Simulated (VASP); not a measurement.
The system is SnSe2.

```
Sn Se
1.0
     3.81100    0.00000    0.00000
    -1.90550    3.30042    0.00000
     0.00000    0.00000    6.13600
Sn Se
1 2
Direct
  0.00000 0.00000 0.00000
  0.33333 0.66667 0.24900
  0.66667 0.33333 0.75100
```

* Program: VASP 6.6.1
* Task: relaxation of cell and atoms
* Functional: PBE
* Dispersion: D4
* Potentials or basis: VASP PAW PBE potentials, release 64 (Sn_d, Se)
* Cutoff: 600 eV
* k mesh: 6 × 6 × 4
* Occupations: gaussian, width 0.1 eV
* Spin: no spin polarisation

At the start: pressure 3.3 GPa; volume 25.73 Å³/atom.

Where does the relaxation end?

Over 10 steps the energy falls by 22.2 meV/atom and the volume is 25.56 Å³/atom (-0.6 %); space group P-3m1 (No. 164, to 0.1 Å) before and after.

Step by step:
```tsv
step	energy change (eV)	largest force (eV/Å)	pressure (GPa)	volume (Å³)
1	0.0000	0.8077	3.29	77.18
2	-0.0184	0.2880	-2.88	83.22
3	-0.0503	0.1639	-0.43	80.44
4	-0.0503	0.1756	-0.36	80.37
5	-0.0541	0.1288	-0.22	79.84
6	-0.0561	0.0582	-0.01	79.06
7	-0.0585	0.0465	-0.02	78.75
8	-0.0638	0.0126	-0.06	77.81
9	-0.0655	0.0544	0.08	75.92
10	-0.0665	0.0227	0.01	76.68
```

Final structure:
```
Sn Se
1.0
     3.83738    0.00000    0.00000
    -1.91869    3.32327    0.00000
     0.00000    0.00000    6.01314
Sn Se
1 2
Direct
  0.00000 0.00000 0.00000
  0.33333 0.66667 0.26556
  0.66667 0.33333 0.73444
```

Caveat: the relaxation stopped at a loose force limit of 0.05 eV/Å, so its end isn't a converged minimum.
